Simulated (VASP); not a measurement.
Write the native input for VASP 6.6.1 that does the following.

- Task: single point
- Functional: LDA
- Potentials or basis: VASP PAW LDA potentials, release 64 (Sr_sv, O)
- Cutoff: 520 eV
- k mesh: 8 × 8 × 8
- Occupations: fermi-dirac, width 0.02 eV
- Spin: no spin polarisation
- Dipole correction: no
- Further INCAR settings: ALGO = Normal; EDIFF = 1e-07; NBANDS = 15

The structure of SrO lies in POSCAR:

```
SrO
1.0
    0.0000000000      2.5783376042      2.5783376042
    2.5783376042      0.0000000000      2.5783376042
    2.5783376042      2.5783376042      0.0000000000
Sr O
1 1
Direct
    0.0000000000      0.0000000000      0.0000000000
    0.5000000000      0.5000000000      0.5000000000
```

This cell differs from its parent crystal: volume scaled by 1.01.

These files were run (other wordings do the same):

INCAR

```
SYSTEM = SrO
PREC = Accurate
ENCUT = 520
EDIFF = 1E-7
ISMEAR = -1
SIGMA = 0.02
LREAL = .FALSE.
LASPH = .TRUE.
NELM = 60
ALGO = Normal
ISIF = 2
LWAVE = .FALSE.
LCHARG = .FALSE.
GGA = CA
NBANDS = 15
```

KPOINTS

```
regular mesh
0
G
  8 8 8
  0 0 0
```

Potentials or basis: VASP PAW LDA potentials, release 64 (Sr_sv, O).

Run with:

```bash
$ cat potpaw_LDA.64/Sr_sv/POTCAR potpaw_LDA.64/O/POTCAR > POTCAR
$ mpirun -np 1 vasp_std > vasp.out
```

It gave:

The pressure is -4.4 GPa and the band gap on the k mesh is 3.11 eV, indirect (least direct gap 3.20 eV).

It took 12 s on 1 thread of AMD EPYC 7R13 Processor (Zen 3), with other jobs on the host, peak memory 0.12 GiB.
